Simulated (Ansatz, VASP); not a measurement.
Ge2Sb2Te5: VASP beside Ansatz

```
CELL_PARAMETERS angstrom
4.36350 0.00000 0.00000
-2.18175 3.77890 0.00000
0.00000 0.00000 18.99090
ATOMIC_POSITIONS crystal
Ge 0.00000 0.00000 0.33147
Ge 0.00000 0.00000 0.66853
Sb 0.33333 0.66667 0.11216
Sb 0.66667 0.33333 0.88784
Te 0.00000 0.00000 0.00000
Te 0.33333 0.66667 0.79136
Te 0.66667 0.33333 0.20864
Te 0.33333 0.66667 0.40975
Te 0.66667 0.33333 0.59025
```

Alike in both runs: task single point; functional PBE; k mesh 9 × 9 × 2; occupations gaussian, width 0.03 eV; no spin polarisation.

|  | VASP | Ansatz |
| --- | --- | --- |
| version | VASP 6.6.1 | Ansatz 0.2.0 |
| potentials or method | VASP PAW PBE potentials, release 64 (Ge_d, Sb, Te), cutoff 520 eV | scalar-relativistic, plane waves, PAW |
| valence electrons in the cell | 68 | 138 |

VASP gave:

| Item | Value |
| --- | --- |
| gap on the k mesh at the Fermi level (eV) | 0.16 |
| least direct gap on the mesh (eV) | 0.20 |
| pressure (GPa) | -3.5 |
| traceless stress, the component that is largest in VASP (GPa) | -0.40 |
| rms of the force components (eV/Å) | 0.247 |

Question: What did Ansatz give for the same quantities?

Answer: gap on the k mesh at the Fermi level (eV): 0.17; least direct gap on the mesh (eV): 0.20; pressure (GPa): -3.5; traceless stress, the component that is largest in VASP (GPa): -0.40; rms of the force components (eV/Å): 0.252.

Atom by atom the forces differ by 0.006 eV/Å (rms over components). VASP's potentials hold 68 valence electrons a cell and Ansatz's 138, so a difference there can come from the potentials and not from the codes.

Spin-orbit coupling is off throughout.
